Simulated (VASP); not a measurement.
# SbP in VASP: single point with PBE

Aim: the single point of SbP with PBE.

Everything below comes from runs of VASP 6.6.1. Logs are shortened: lines on timing, memory, paths and dates and some standing lists are left out, and cuts for length are marked.

**1. The cell of the first run**

The cell holds a sheet with vacuum, 2 atoms: a = 3.733 Å, b = 3.733 Å, c = 26.837 Å, α = 90.00°, β = 90.00°, γ = 120.00°.

**2. Single point, PBE**

INCAR

```
SYSTEM = SbP
  ALGO = Normal
  DIPOL = 0.5 0.5 0.298
  EDIFF = 1E-6
  ENCUT = 400
  GGA = PE
  GGA_COMPAT = .FALSE.
  IDIPOL = 3
  ISIF = 2
  ISMEAR = 0
  LASPH = .TRUE.
  LCHARG = .TRUE.
  LDIPOL = .TRUE.
  LELF = .TRUE.
  LREAL = .FALSE.
  LVACPOTAV = .TRUE.
  LVHAR = .TRUE.
  LWAVE = .FALSE.
  NBANDS = 17
  NELM = 120
  NELMDL = -8
  PREC = Accurate
  SIGMA = 0.02
```

KPOINTS

```
k-points
0
G
  12 12 1
  0 0 0
```

POSCAR

```
SbP
1.0
    3.7334054037     -0.0000000029      0.0000000000
   -1.8667026993      3.2332239237      0.0000000000
    0.0000000000      0.0000000000     26.8369017600
Sb P
1 1
Direct
    0.6666666667      0.3333333333      0.3247249229
    0.3333333333      0.6666666667      0.2714690843
```

Potentials or basis: VASP PAW PBE potentials, release 64 (Sb_d_GW, P).

Command:

```bash
> cat potpaw_PBE.64/Sb_d_GW/POTCAR potpaw_PBE.64/P/POTCAR > POTCAR
> mpirun -np 1 vasp_std > vasp.out
```

OUTCAR:

```text
SYSTEM = SbP
   EDIFF = 1E-6
   ENCUT = 400
   GGA = PE
   ISIF = 2
   ISMEAR = 0
   LASPH = .TRUE.
   LREAL = .FALSE.
   NELM = 120
   NELMDL = -8
   PREC = Accurate

 ion  position               nearest neighbor table
   1  0.667  0.333  0.325-   2 2.59   2 2.59   2 2.59
   2  0.333  0.667  0.271-   1 2.59   1 2.59   1 2.59

  LATTYP: Found a hexagonal cell.
 ALAT       =     3.7334054037
 C/A-ratio  =     7.1883170613

  Lattice vectors:

 A1 = (   3.7334054037,  -0.0000000029,   0.0000000000)
 A2 = (  -1.8667026993,   3.2332239237,   0.0000000000)
 A3 = (   0.0000000000,   0.0000000000,  26.8369017600)

Analysis of symmetry for initial positions (statically):
=====================================================================
 Subroutine PRICEL returns:
 Original cell was already a primitive cell.

 Routine SETGRP: Setting up the symmetry group for a
 hexagonal supercell.

 Subroutine GETGRP returns: Found  6 space group operations
 (whereof  6 operations were pure point group operations)
 out of a pool of 24 trial point group operations.

The static configuration has the point symmetry C_3v.

Analysis of symmetry for dynamics (positions and initial velocities):
=====================================================================
 Subroutine PRICEL returns:
 Original cell was already a primitive cell.

 Routine SETGRP: Setting up the symmetry group for a
 hexagonal supercell.

 Subroutine GETGRP returns: Found  6 space group operations
 (whereof  6 operations were pure point group operations)
 out of a pool of 24 trial point group operations.

The dynamic configuration has the point symmetry C_3v.

 Subroutine INISYM returns: Found  6 space group operations
 (whereof  6 operations are pure point group operations),
 and found     1 'primitive' translations

----------------------------------------------------------------------------------------

                                     Primitive cell

  volume of cell :     323.9465

  direct lattice vectors                    reciprocal lattice vectors
     3.733405404 -0.000000003  0.000000000     0.267851972  0.154644408  0.000000000
    -1.866702699  3.233223924  0.000000000     0.000000000  0.309288816  0.000000000
     0.000000000  0.000000000 26.836901760     0.000000000  0.000000000  0.037262125

  length of vectors
     3.733405404  3.733405404 26.836901760     0.309288816  0.309288816  0.037262125

  position of ions in fractional coordinates (direct lattice)
     0.666666667  0.333333333  0.324724923
     0.333333333  0.666666667  0.271469084

  ion indices of the primitive-cell ions
   primitive index   ion index
                 1           1
                 2           2

----------------------------------------------------------------------------------------

 KPOINTS: k-points

Automatic generation of k-mesh.
 Grid dimensions read from file:
 generate k-points for:   12   12    1

 Generating k-lattice:

  Cartesian coordinates                     Fractional coordinates (reciprocal lattice)
     0.022320998  0.012887034  0.000000000     0.083333333  0.000000000  0.000000000
     0.000000000  0.025774068  0.000000000     0.000000000  0.083333333  0.000000000
     0.000000000  0.000000000  0.037262125     0.000000000  0.000000000  1.000000000

  Length of vectors
     0.025774068  0.025774068  0.037262125

  Shift w.r.t. Gamma in fractional coordinates (k-lattice)
     0.000000000  0.000000000  0.000000000

 Subroutine IBZKPT returns following result:
 ===========================================

 Found     19 irreducible k-points:

 Following reciprocal coordinates:
            Coordinates               Weight
  0.000000  0.000000  0.000000      1.000000
  0.083333 -0.000000  0.000000      6.000000
  0.166667 -0.000000  0.000000      6.000000
  0.250000 -0.000000  0.000000      6.000000
  0.333333  0.000000  0.000000      6.000000
  0.416667  0.000000  0.000000      6.000000
[... 11 lines left out ...]
  0.333333  0.250000  0.000000     12.000000
  0.333333  0.333333  0.000000      2.000000
   k-points           NKPTS =     19   k-points in BZ     NKDIM =     19   number of bands    NBANDS=     17
   number of dos      NEDOS =    301   number of ions     NIONS =      2
   total plane-waves  NPLWV = 103680
   dimension x,y,z NGX =    24 NGY =   24 NGZ =  180
   dimension x,y,z NGXF=    48 NGYF=   48 NGZF=  360
   ions per type =               1   1
   NGX,Y,Z   is equivalent  to a cutoff of  10.69, 10.69, 11.15 a.u.
   NGXF,Y,Z  is equivalent  to a cutoff of  21.37, 21.37, 22.30 a.u.
 SYSTEM =  SbP
   PREC   = accura    normal or accurate (medium, high low for compatibility)
   ISTART =      0    job   : 0-new  1-cont  2-samecut
   ICHARG =      2    charge: 1-file 2-atom 10-const
   ISPIN  =      1    spin polarized calculation?
   LNONCOLLINEAR =      F non collinear calculations
   LSORBIT =      F    spin-orbit coupling
   LASPH  =      T    aspherical Exc in radial PAW
   ENCUT  =  400.0 eV  29.40 Ry    5.42 a.u.   6.09  6.09 43.76*2*pi/ulx,y,z
   NELM   =    120;   NELMIN=  2; NELMDL= -8     # of ELM steps
   EDIFF  = 0.1E-05   stopping-criterion for ELM
   LREAL  =      F    real-space projection
   EDIFFG = 0.1E-04   stopping-criterion for IOM
   NSW    =      0    number of steps for IOM
   IBRION =     -1    ionic relax: 0-MD 1-quasi-New 2-CG
   NFREE  =      0    steps in history (QN), initial steepest desc. (CG)
   ISIF   =      2    stress and relaxation
   ISYM   =      2    0-nonsym 1-usesym 2-fastsym
   POTIM  = 0.5000    time-step for ionic-motion
   TEBEG  =    0.0;   TEEND  =   0.0 temperature during run
   PSTRESS=    0.0 pullay stress
   NELECT =      20.0000    total number of electrons
   NUPDOWN=      -1.0000    fix difference up-down
   EMIN   =  10.00;   EMAX   =-10.00  energy-range for DOS
   EFERMI =   0.00;   METHOD = LEGACY
   ISMEAR =     0;   SIGMA  =   0.02  broadening in eV -4-tet -1-fermi 0-gaus
   EFERMI_NEDOS =   21; number of points for ismear=-14 and -15
   IALGO  =     38    algorithm
   IMIX   =      4    mixing-type and parameters
     AMIX     =   0.40;   BMIX     =  1.00
     AMIX_MAG =   1.60;   BMIX_MAG =  1.00
  volume/ion in A,a.u.               =     161.97      1093.05
  Fermi-wavevector in a.u.,A,eV,Ry     =   0.647034  1.222717  5.696119  0.418653
  Thomas-Fermi vector in A             =   1.715210
   LORBIT       =      0    0 simple, 1 ext, 2 COOP (PROOUT), +10 PAW based schemes
   GGA     = PE    functional components
   LHFCALC =     F    Hartree Fock is set to
   AEXX    =    0.0000 exact exchange contribution
   IVDW    =     0    specifies the selected vdW correction
   LEPSILON=     F    determine dielectric tensor
   LRPA    =     F    only Hartree local field effects (RPA)
 non-spin polarized calculation
 Gauss-broadening in eV      SIGMA  =   0.02
  energy-cutoff  :      400.00
  volume of cell :      323.95
 maximum number of plane-waves:      5952
   NGX = 13   NGY = 13   NGZ = 87

 dipolmoment           0.000000      0.000000      0.000006 electrons x Angstroem

 number of electron      20.0000003 magnetization

 dipolmoment           0.000000      0.000000     -0.052217 electrons x Angstroem

 Free energy of the ion-electron system (eV)
  ---------------------------------------------------
  ext. energy  EPLUGINS =         0.00000000
  ---------------------------------------------------
  free energy    TOTEN  =        -9.25584077 eV

  energy without entropy =       -9.25584077  energy(sigma->0) =       -9.25584077

 E-fermi :  -3.9223     XC(G=0):  -2.0205

 val. band max:       -4.0430526288   @ k =   0.0000   0.0000   0.0000
 cond. band min:      -2.2842941659   @ k =   0.3333   0.0000   0.0000
 fundamental gap:      1.7587584629
 Fermi energy:        -3.9222514622

 k-point     1 :       0.0000    0.0000    0.0000
  band No.  band energies     occupation
      1     -32.3351      2.00000
      2     -32.3351      2.00000
      3     -32.2486      2.00000
      4     -32.2486      2.00000
      5     -32.2296      2.00000
      6     -16.2487      2.00000
[... 9 lines left out ...]
     16       1.6275      0.00000
     17       2.0888      0.00000

 k-point     2 :       0.0833   -0.0000    0.0000
  band No.  band energies     occupation
      1     -32.3354      2.00000
      2     -32.3335      2.00000
      3     -32.2495      2.00000
      4     -32.2488      2.00000
      5     -32.2287      2.00000
      6     -16.1600      2.00000
[... 9 lines left out ...]
     16       1.7176      0.00000
     17       2.1897      0.00000

 k-point     3 :       0.1667   -0.0000    0.0000
  band No.  band energies     occupation
      1     -32.3360      2.00000
      2     -32.3289      2.00000
      3     -32.2517      2.00000
      4     -32.2493      2.00000
      5     -32.2261      2.00000
      6     -15.8963      2.00000
[... 9 lines left out ...]
     16       1.9783      0.00000
     17       2.4858      0.00000

 k-point     4 :       0.2500   -0.0000    0.0000
  band No.  band energies     occupation
      1     -32.3369      2.00000
      2     -32.3226      2.00000
      3     -32.2548      2.00000
      4     -32.2501      2.00000
      5     -32.2224      2.00000
      6     -15.4672      2.00000
[... 9 lines left out ...]
     16       2.4394      0.00000
     17       2.9471      0.00000
[... 243 lines left out ...]
      1     -32.3316      2.00000
      2     -32.3170      2.00000
      3     -32.2585      2.00000
      4     -32.2537      2.00000
      5     -32.2154      2.00000
      6     -14.0636      2.00000
[... 9 lines left out ...]
     16       3.7243      0.00000
     17       4.0758      0.00000

 k-point    18 :       0.3333    0.2500    0.0000
  band No.  band energies     occupation
      1     -32.3293      2.00000
      2     -32.3172      2.00000
      3     -32.2585      2.00000
      4     -32.2549      2.00000
      5     -32.2143      2.00000
      6     -13.4958      2.00000
[... 9 lines left out ...]
     16       4.2145      0.00000
     17       4.7609      0.00000

 k-point    19 :       0.3333    0.3333    0.0000
  band No.  band energies     occupation
      1     -32.3260      2.00000
      2     -32.3197      2.00000
      3     -32.2574      2.00000
      4     -32.2564      2.00000
      5     -32.2140      2.00000
      6     -13.1674      2.00000
[... 9 lines left out ...]
     16       4.4968      0.00000
     17       4.8111      0.00000

------------------------ aborting loop because EDIFF is reached ----------------------------------------

  FORCE on cell =-STRESS in cart. coord.  units (eV):
  Direction    XX          YY          ZZ          XY          YZ          ZX
  --------------------------------------------------------------------------------------
  -------------------------------------------------------------------------------------
  Total       -0.0458768     -0.0458768     -0.0219944     -0.0000000     -0.0000000     -0.0000000
  in kB       -0.2268979     -0.2268979     -0.1087803     -0.0000000     -0.0000000     -0.0000000
  external PRESSURE =      -0.1875254 kB  Pullay stress =       0.0000000 kB

 VOLUME and BASIS-vectors are now :
 -----------------------------------------------------------------------------
  energy-cutoff  :      400.00
  volume of cell :      323.95
      direct lattice vectors                 reciprocal lattice vectors
     3.733405404 -0.000000003  0.000000000     0.267851972  0.154644408  0.000000000
    -1.866702699  3.233223924  0.000000000     0.000000000  0.309288816  0.000000000
     0.000000000  0.000000000 26.836901760     0.000000000  0.000000000  0.037262125

 POSITION                                       TOTAL-FORCE (eV/Angst)
 -----------------------------------------------------------------------------------
      1.86670      1.07774      8.71461        -0.000000      0.000000      0.024547
      0.00000      2.15548      7.28539         0.000000     -0.000000     -0.024547
 -----------------------------------------------------------------------------------
    total drift:                               -0.000000      0.000000     -0.005551

  FREE ENERGIE OF THE ION-ELECTRON SYSTEM (eV)
  ---------------------------------------------------
  free  energy   TOTEN  =        -9.2558407668 eV

  energy  without entropy=       -9.2558407668  energy(sigma->0) =       -9.25584077

 vacuum level on the upper side and lower side of the slab         1.169         1.952
```

Wall time 2.3 min (1 thread of Intel Xeon Platinum 8259CL at 2.50GHz (Skylake/Cascade Lake), shared host); peak memory 0.36 GiB.

What came out:

```
Free energy            : -9.2558 eV
Largest force          : 0.025 eV/Å
Band gap on the k mesh : 1.76 eV (least direct gap 2.11 eV)
```

Forces on the atoms (eV/Å):
```
Sb   0.000  0.000  0.025
P    0.000  0.000 -0.025
```

Caveat: spin-orbit coupling is left out, which moves the levels of the heavy elements.
